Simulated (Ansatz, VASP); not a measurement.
N in VASP and in Ansatz

```
N
1.0
     5.55956    0.00000    0.00000
     0.00000    5.55956    0.00000
     0.00000    0.00000    5.55956
N
4
Direct
  0.00037 0.00037 0.00037
  0.49963 0.99963 0.50037
  0.50037 0.49963 0.99963
  0.99963 0.50037 0.49963
```

Alike in both runs: functional r2SCAN; k mesh 4 × 4 × 4; occupations gaussian, width 0.02 eV; collinear spin.

Ansatz relaxed the structure, and its values are those at the end. VASP's run is a single point on that final structure, the one shown.

```csv
,VASP,Ansatz
version,VASP 6.6.1,Ansatz 0.2.0
potentials or method,"VASP PAW PBE potentials, release 64 (N), cutoff 520 eV","scalar-relativistic, plane waves, PAW"
valence electrons in the cell,20,20
```

VASP gave:

```
gap on the k mesh at the Fermi level (eV)                     : 4.55
least direct gap on the mesh (eV)                             : 4.62
pressure (GPa)                                                : -0.1
net moment per atom (μB)                                      : 3.00
size of the moment on the site where the two differ most (μB) : 1.99
```

**Question.** What did Ansatz give for the same quantities?

**Answer.** gap on the k mesh at the Fermi level (eV): 4.54; least direct gap on the mesh (eV): 4.62; pressure (GPa): 0.0; net moment per atom (μB): 3.00; size of the moment on the site where the two differ most (μB): 2.94.

VASP's potentials were made for PBE, not for r2SCAN. Site moments also hang on the region over which each program counts them.
